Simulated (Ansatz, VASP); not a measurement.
## Two plane-wave programs on KI

File POSCAR:

```
KI
1.0
    0.0000000000      3.3334000660      3.3334000660
    3.3334000660      0.0000000000      3.3334000660
    3.3334000660      3.3334000660      0.0000000000
K I
1 1
Direct
    0.0000000000      0.0000000000      0.0000000000
    0.5000000000      0.5000000000      0.5000000000
```

INCAR.step1

```
ALGO     = Normal         # electronic algorithm
EDIFF    = 1E-5           # SCF threshold, eV
ENCUT    = 520            # plane-wave cutoff, eV
GGA      = PE             # functional
ISIF     = 2              # what is computed and relaxed
ISMEAR   = 0              # smearing method
LASPH    = T              # aspherical terms in the spheres
LCHARG   = F              # write CHGCAR
LREAL    = F              # projectors in reciprocal space
LWAVE    = T              # write WAVECAR
NBANDS   = 15             # bands
NELM     = 60             # most SCF steps
PREC     = Accurate       # precision mode
SIGMA    = 0.01           # smearing width, eV
```

The input INCAR.step2:

```
ALGO     = Normal         # electronic algorithm
EDIFF    = 1E-6           # SCF threshold, eV
ENCUT    = 520            # plane-wave cutoff, eV
GGA      = PE             # functional
HFSCREEN = 0.2079         # screening, 1/A
ISIF     = 2              # what is computed and relaxed
ISMEAR   = 0              # smearing method
ISTART   = 1            
LASPH    = T              # aspherical terms in the spheres
LCHARG   = F              # write CHGCAR
LHFCALC  = T              # exact exchange
LREAL    = F              # projectors in reciprocal space
LWAVE    = F              # write WAVECAR
NBANDS   = 15             # bands
NELM     = 60             # most SCF steps
PREC     = Accurate       # precision mode
PRECFOCK = Normal       
SIGMA    = 0.01           # smearing width, eV
```

Contents of KPOINTS:

```
k-points
0
Gamma
  4 4 4
```

Input for Ansatz:

```yaml
crystal:
  lattice:
    - [0.0, 3.333400066, 3.333400066]
    - [3.333400066, 0.0, 3.333400066]
    - [3.333400066, 3.333400066, 0.0]
  atoms:
    - { symbol: K, position: [0.0, 0.0, 0.0] }
    - { symbol: I, position: [0.5, 0.5, 0.5] }
kpoints:
  mp_grid: { grid: [4, 4, 4] }
  band_path:
    path:
      - [0.0, 0.0, 0.0]
      - [0.5, 0.0, 0.5]
      - [0.625, 0.25, 0.625]
      - [0.375, 0.375, 0.75]
      - [0.5, 0.5, 0.5]
      - [0.5, 0.25, 0.75]
    npoints: 1
hamiltonian:
  xc: hse06
scf:
  occupations: { method: fixed }
  n_extra_bands: 4
output:
  forces: true
  stress: true
  eigenvalues: true
```

Change from the starting cell: hydrostatic strain -6.0%.

Alike in both runs: task single point; functional HSE06; k mesh 4 × 4 × 4; no spin polarisation.

```csv
,VASP,Ansatz
version,VASP 6.6.1,Ansatz 0.2.0
potentials or method,"VASP PAW PBE potentials, release 64 (K_sv, I)","plane waves, PAW"
plane-wave cutoff (eV),520,420
occupations,"gaussian, width 0.01 eV",fixed
valence electrons in the cell,16,26
```

Ansatz gave:

```
gap on the k mesh at the Fermi level (eV) : 5.46
pressure (GPa)                            : 3.8
```

Question: Estimate VASP's values.

Answer: gap on the k mesh at the Fermi level (eV): 5.45; pressure (GPa): 3.9.

VASP's potentials hold 16 valence electrons a cell and Ansatz's 26, so a difference there can come from the potentials and not from the codes. Ansatz's warnings: stress exchange threshold loose, stress scf threshold loose.

Spin-orbit coupling is off throughout.
